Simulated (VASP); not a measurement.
# ZrO2 (Fm-3m) in VASP: a series of runs

Runs on ZrO2. Level: PBE. Tasks: single point, vibrations by perturbation theory, elastic constants.

All numbers are computed with VASP 6.6.1; they aren't measurements. Logs are shortened: lines on timing, memory, paths and dates and some standing lists are left out, and cuts for length are marked.

## 1. The cell of the first run

Symmetry: Fm-3m, No. 225, cubic system. The conventional cell has a = 5.116 Å, b = 5.116 Å, c = 5.116 Å, α = 90.00°, β = 90.00°, γ = 90.00°. Within 2.9 Å of Zr (site symmetry m-3m) lie 8 O at 2.22 Å. Within 2.9 Å of O (site symmetry -43m) lie 4 Zr at 2.22 Å and 6 O at 2.56 Å.

## 2. Single point, PBE

Input file POSCAR:

```
ZrO2
1.0
    0.0000000000      2.5579477472      2.5579477472
    2.5579477472      0.0000000000      2.5579477472
    2.5579477472      2.5579477472      0.0000000000
Zr O
1 2
Direct
    0.0000000000      0.0000000000      0.0000000000
    0.2500000000      0.2500000000      0.2500000000
    0.7500000000      0.7500000000      0.7500000000
```

Input file INCAR.step1:

```
SYSTEM = ZrO2
PREC     = Accurate       ! precision mode
ENCUT    = 520            ! plane-wave cutoff, eV
EDIFF    = 1E-6           ! SCF threshold, eV
ISMEAR   = 0              ! smearing method
SIGMA    = 0.02           ! smearing width, eV
LREAL    = .FALSE.        ! projectors in reciprocal space
LASPH    = .TRUE.         ! aspherical terms in the spheres
NELM     = 120            ! most SCF steps
ALGO     = Normal         ! electronic algorithm
ISIF     = 2              ! what is computed and relaxed
LWAVE    = .FALSE.        ! write WAVECAR
LCHARG   = .TRUE.         ! write CHGCAR
LMAXMIX  = 4              ! l up to which the mixer works
GGA      = PE             ! functional
NBANDS   = 19             ! bands
GGA_COMPAT= .FALSE.      
NEDOS    = 2001           ! points of the DOS
LORBIT   = 11             ! projections on sites
```

Input file KPOINTS.step1:

```
regular mesh
0
G
  8 8 8
  0 0 0
```

Input file INCAR.step2:

```
SYSTEM = ZrO2
PREC     = Accurate       ! precision mode
ENCUT    = 520            ! plane-wave cutoff, eV
EDIFF    = 1E-6           ! SCF threshold, eV
ISMEAR   = -5             ! smearing method
SIGMA    = 0.02           ! smearing width, eV
LREAL    = .FALSE.        ! projectors in reciprocal space
LASPH    = .TRUE.         ! aspherical terms in the spheres
NELM     = 120            ! most SCF steps
ALGO     = Normal         ! electronic algorithm
ISIF     = 2              ! what is computed and relaxed
LWAVE    = .FALSE.        ! write WAVECAR
LCHARG   = .FALSE.        ! write CHGCAR
LMAXMIX  = 4              ! l up to which the mixer works
GGA      = PE             ! functional
LORBIT   = 10             ! projections on sites
NEDOS    = 1001           ! points of the DOS
ICHARG   = 11             ! starting density
GGA_COMPAT= .FALSE.
```

Input file KPOINTS.step2:

```
regular mesh
0
G
  12 12 12
  0 0 0
```

Potentials or basis: VASP PAW PBE potentials, release 64 (Zr_sv, O).

Command:

```bash
$ cat potpaw_PBE.64/Zr_sv/POTCAR potpaw_PBE.64/O/POTCAR > POTCAR
$ cp INCAR.step1 INCAR
$ cp KPOINTS.step1 KPOINTS
$ mpirun -np 1 vasp_std > vasp.out
$ cp INCAR.step2 INCAR
$ cp KPOINTS.step2 KPOINTS
$ mpirun -np 1 vasp_std > vasp.out
```

OUTCAR:

```text
SYSTEM = ZrO2
   PREC = Accurate
   ENCUT = 520
   EDIFF = 1E-6
   ISMEAR = -5
   LREAL = .FALSE.
   LASPH = .TRUE.
   NELM = 120
   ISIF = 2
   GGA = PE
   LORBIT = 10
   ICHARG = 11

 ion  position               nearest neighbor table
   1  0.000  0.000  0.000-   3 2.22   3 2.22   3 2.22   2 2.22   3 2.22   2 2.22   2 2.22   2 2.22

   2  0.250  0.250  0.250-   1 2.22   1 2.22   1 2.22   1 2.22
   3  0.750  0.750  0.750-   1 2.22   1 2.22   1 2.22   1 2.22

  LATTYP: Found a face centered cubic cell.
 ALAT       =     5.1158954944

  Lattice vectors:

 A1 = (   0.0000000000,   2.5579477472,   2.5579477472)
 A2 = (   2.5579477472,   0.0000000000,   2.5579477472)
 A3 = (   2.5579477472,   2.5579477472,   0.0000000000)

Analysis of symmetry for initial positions (statically):
=====================================================================
 Subroutine PRICEL returns:
 Original cell was already a primitive cell.

 Routine SETGRP: Setting up the symmetry group for a
 face centered cubic supercell.

 Subroutine GETGRP returns: Found 48 space group operations
 (whereof 48 operations were pure point group operations)
 out of a pool of 48 trial point group operations.

The static configuration has the point symmetry O_h .

Analysis of symmetry for dynamics (positions and initial velocities):
=====================================================================
 Subroutine PRICEL returns:
 Original cell was already a primitive cell.

 Routine SETGRP: Setting up the symmetry group for a
 face centered cubic supercell.

 Subroutine GETGRP returns: Found 48 space group operations
 (whereof 48 operations were pure point group operations)
 out of a pool of 48 trial point group operations.

The dynamic configuration has the point symmetry O_h .

 Subroutine INISYM returns: Found 48 space group operations
 (whereof 48 operations are pure point group operations),
 and found     1 'primitive' translations

----------------------------------------------------------------------------------------

                                     Primitive cell

  volume of cell :      33.4738

  direct lattice vectors                    reciprocal lattice vectors
     0.000000000  2.557947747  2.557947747    -0.195469200  0.195469200  0.195469200
     2.557947747  0.000000000  2.557947747     0.195469200 -0.195469200  0.195469200
     2.557947747  2.557947747  0.000000000     0.195469200  0.195469200 -0.195469200

  length of vectors
     3.617484396  3.617484396  3.617484396     0.338562586  0.338562586  0.338562586

  position of ions in fractional coordinates (direct lattice)
     0.000000000  0.000000000  0.000000000
     0.250000000  0.250000000  0.250000000
     0.750000000  0.750000000  0.750000000

  ion indices of the primitive-cell ions
   primitive index   ion index
                 1           1
                 2           2
                 3           3

----------------------------------------------------------------------------------------

 KPOINTS: regular mesh

Automatic generation of k-mesh.
 Grid dimensions read from file:
 generate k-points for:   12   12   12

 Generating k-lattice:

  Cartesian coordinates                     Fractional coordinates (reciprocal lattice)
    -0.016289100  0.016289100  0.016289100     0.083333333  0.000000000  0.000000000
     0.016289100 -0.016289100  0.016289100     0.000000000  0.083333333  0.000000000
     0.016289100  0.016289100 -0.016289100     0.000000000  0.000000000  0.083333333

  Length of vectors
     0.028213549  0.028213549  0.028213549

  Shift w.r.t. Gamma in fractional coordinates (k-lattice)
     0.000000000  0.000000000  0.000000000

 TETIRR: Found    247 inequivalent tetrahedra from    10368

 Subroutine IBZKPT returns following result:
 ===========================================

 Found     72 irreducible k-points:

 Following reciprocal coordinates:
            Coordinates               Weight
  0.000000  0.000000  0.000000      1.000000
  0.083333  0.000000  0.000000      8.000000
  0.166667  0.000000  0.000000      8.000000
  0.250000  0.000000  0.000000      8.000000
  0.333333  0.000000  0.000000      8.000000
  0.416667  0.000000  0.000000      8.000000
[... 16 lines left out ...]
  0.500000  0.166667  0.000000     24.000000
 -0.416667  0.166667  0.000000     24.000000
 [... further k-points ...]
   k-points           NKPTS =     72   k-points in BZ     NKDIM =     72   number of bands    NBANDS=     16
   number of dos      NEDOS =   1001   number of ions     NIONS =      3
   total plane-waves  NPLWV =  21952
   dimension x,y,z NGX =    28 NGY =   28 NGZ =   28
   dimension x,y,z NGXF=    56 NGYF=   56 NGZF=   56
   ions per type =               1   2
   NGX,Y,Z   is equivalent  to a cutoff of  12.87, 12.87, 12.87 a.u.
   NGXF,Y,Z  is equivalent  to a cutoff of  25.74, 25.74, 25.74 a.u.
 SYSTEM =  ZrO2
   PREC   = accura    normal or accurate (medium, high low for compatibility)
   ISTART =      0    job   : 0-new  1-cont  2-samecut
   ICHARG =     11    charge: 1-file 2-atom 10-const
   ISPIN  =      1    spin polarized calculation?
   LNONCOLLINEAR =      F non collinear calculations
   LSORBIT =      F    spin-orbit coupling
   LASPH  =      T    aspherical Exc in radial PAW
   ENCUT  =  520.0 eV  38.22 Ry    6.18 a.u.   6.73  6.73  6.73*2*pi/ulx,y,z
   NELM   =    120;   NELMIN=  2; NELMDL=  0     # of ELM steps
   EDIFF  = 0.1E-05   stopping-criterion for ELM
   LREAL  =      F    real-space projection
   EDIFFG = 0.1E-04   stopping-criterion for IOM
   NSW    =      0    number of steps for IOM
   IBRION =     -1    ionic relax: 0-MD 1-quasi-New 2-CG
   NFREE  =      0    steps in history (QN), initial steepest desc. (CG)
   ISIF   =      2    stress and relaxation
   ISYM   =      2    0-nonsym 1-usesym 2-fastsym
   POTIM  = 0.5000    time-step for ionic-motion
   TEBEG  =    0.0;   TEEND  =   0.0 temperature during run
   PSTRESS=    0.0 pullay stress
   NELECT =      24.0000    total number of electrons
   NUPDOWN=      -1.0000    fix difference up-down
   EMIN   =  10.00;   EMAX   =-10.00  energy-range for DOS
   EFERMI =   0.00;   METHOD = LEGACY
   ISMEAR =    -5;   SIGMA  =   0.02  broadening in eV -4-tet -1-fermi 0-gaus
   EFERMI_NEDOS =   21; number of points for ismear=-14 and -15
   IALGO  =     38    algorithm
   IMIX   =      4    mixing-type and parameters
     AMIX     =   0.40;   BMIX     =  1.00
     AMIX_MAG =   1.60;   BMIX_MAG =  1.00
  volume/ion in A,a.u.               =      11.16        75.30
  Fermi-wavevector in a.u.,A,eV,Ry     =   1.465245  2.768912 29.210931  2.146943
  Thomas-Fermi vector in A             =   2.581125
   LORBIT       =     10    0 simple, 1 ext, 2 COOP (PROOUT), +10 PAW based schemes
   GGA     = PE    functional components
   LHFCALC =     F    Hartree Fock is set to
   AEXX    =    0.0000 exact exchange contribution
   IVDW    =     0    specifies the selected vdW correction
   LEPSILON=     F    determine dielectric tensor
   LRPA    =     F    only Hartree local field effects (RPA)
 non-spin polarized calculation
 Fermi weights with tetrahedron method with Bloechl corrections
  energy-cutoff  :      520.00
  volume of cell :       33.47
 maximum number of plane-waves:       934

 number of electron      23.9999992 magnetization

 Free energy of the ion-electron system (eV)
  ---------------------------------------------------
  ext. energy  EPLUGINS =         0.00000000
  ---------------------------------------------------
  free energy    TOTEN  =       -28.56811571 eV

  energy without entropy =      -28.56811571  energy(sigma->0) =      -28.56811571

 E-fermi :   7.0635     XC(G=0): -11.7011

 val. band max:        7.0523344448   @ k =   0.5000   0.5000   0.0000
 cond. band min:      10.3629010202   @ k =   0.0000   0.0000   0.0000
 fundamental gap:      3.3105665754
 Fermi energy:         7.0634505341

 k-point     1 :       0.0000    0.0000    0.0000
  band No.  band energies     occupation
      1     -41.1081      2.00000
      2     -18.9261      2.00000
      3     -18.9261      2.00000
      4     -18.9261      2.00000
      5     -11.0716      2.00000
      6      -8.5693      2.00000
[... 8 lines left out ...]
     15      13.5186      0.00000
     16      16.2364      0.00000

 k-point     2 :       0.0833    0.0000    0.0000
  band No.  band energies     occupation
      1     -41.1052      2.00000
      2     -18.9738      2.00000
      3     -18.9306      2.00000
      4     -18.9306      2.00000
      5     -10.9758      2.00000
      6      -8.6408      2.00000
[... 8 lines left out ...]
     15      13.7616      0.00000
     16      15.9782      0.00000

 k-point     3 :       0.1667    0.0000    0.0000
  band No.  band energies     occupation
      1     -41.0974      2.00000
      2     -19.0998      2.00000
      3     -18.9426      2.00000
      4     -18.9426      2.00000
      5     -10.7230      2.00000
      6      -8.8153      2.00000
[... 8 lines left out ...]
     15      14.1252      0.00000
     16      15.6022      0.00000

 k-point     4 :       0.2500    0.0000    0.0000
  band No.  band energies     occupation
      1     -41.0866      2.00000
      2     -19.2628      2.00000
      3     -18.9590      2.00000
      4     -18.9590      2.00000
      5     -10.4131      2.00000
      6      -8.9950      2.00000
[... 8 lines left out ...]
     15      13.7649      0.00000
     16      15.6024      0.00000
[... 324 lines left out ...]
 k-point    22 :       0.4167    0.1667    0.0000
  band No.  band energies     occupation
      1     -41.0670      2.00000
      2     -19.4477      2.00000
      3     -19.0644      2.00000
      4     -19.0147      2.00000
      5      -9.8910      2.00000
      6      -9.2086      2.00000
[... 8 lines left out ...]
     15      13.3076      0.00000
     16      14.7824      0.00000

 k-point    23 :       0.5000    0.1667    0.0000
  band No.  band energies     occupation
      1     -41.0615      2.00000
      2     -19.5028      2.00000
      3     -19.1013      2.00000
      4     -19.0161      2.00000
      5      -9.8796      2.00000
      6      -9.1146      2.00000
[... 8 lines left out ...]
     15      13.0589      0.00000
     16      14.6263      0.00000

 k-point    24 :      -0.4167    0.1667    0.0000
  band No.  band energies     occupation
      1     -41.0607      2.00000
      2     -19.5029      2.00000
      3     -19.1222      2.00000
      4     -19.0077      2.00000
      5      -9.8821      2.00000
      6      -9.0967      2.00000
[... 8 lines left out ...]
     15      13.0451      0.00000
     16      14.5331      0.00000

 [... further k-points ...]

------------------------ aborting loop because EDIFF is reached ----------------------------------------

  FORCE on cell =-STRESS in cart. coord.  units (eV):
  Direction    XX          YY          ZZ          XY          YZ          ZX
  --------------------------------------------------------------------------------------
  -------------------------------------------------------------------------------------
  Total        0.0631174      0.0631174      0.0631174      0.0000000     -0.0000000      0.0000000
  in kB        3.0210258      3.0210258      3.0210258      0.0000000     -0.0000000      0.0000000
  external PRESSURE =       3.0210258 kB  Pullay stress =       0.0000000 kB

 VOLUME and BASIS-vectors are now :
 -----------------------------------------------------------------------------
  energy-cutoff  :      520.00
  volume of cell :       33.47
      direct lattice vectors                 reciprocal lattice vectors
     0.000000000  2.557947747  2.557947747    -0.195469200  0.195469200  0.195469200
     2.557947747  0.000000000  2.557947747     0.195469200 -0.195469200  0.195469200
     2.557947747  2.557947747  0.000000000     0.195469200  0.195469200 -0.195469200

 POSITION                                       TOTAL-FORCE (eV/Angst)
 -----------------------------------------------------------------------------------
      0.00000      0.00000      0.00000        -0.000000     -0.000000     -0.000000
      1.27897      1.27897      1.27897         0.000000      0.000000      0.000000
      3.83692      3.83692      3.83692        -0.000000     -0.000000     -0.000000
 -----------------------------------------------------------------------------------
    total drift:                                0.000000     -0.000000      0.000000

  FREE ENERGIE OF THE ION-ELECTRON SYSTEM (eV)
  ---------------------------------------------------
  free  energy   TOTEN  =       -28.5681157114 eV

  energy  without entropy=      -28.5681157114  energy(sigma->0) =      -28.56811571

 total charge

# of ion       s       p       d       tot
------------------------------------------
    1        2.166   6.047   1.288   9.501
    2        1.563   3.529   0.000   5.093
    3        1.563   3.529   0.000   5.093
--------------------------------------------------
tot          5.293  13.106   1.288  19.686
```

Run time: 60 s. Hardware: 1 thread of Intel Xeon 8259CL, shared host; peak memory 0.17 GiB.

Results:

```yaml
Valence_electrons_inside_the_program's_atomic_spheres: Zr 9.50; O 5.09
```

(Continued in part 2 of 3.)
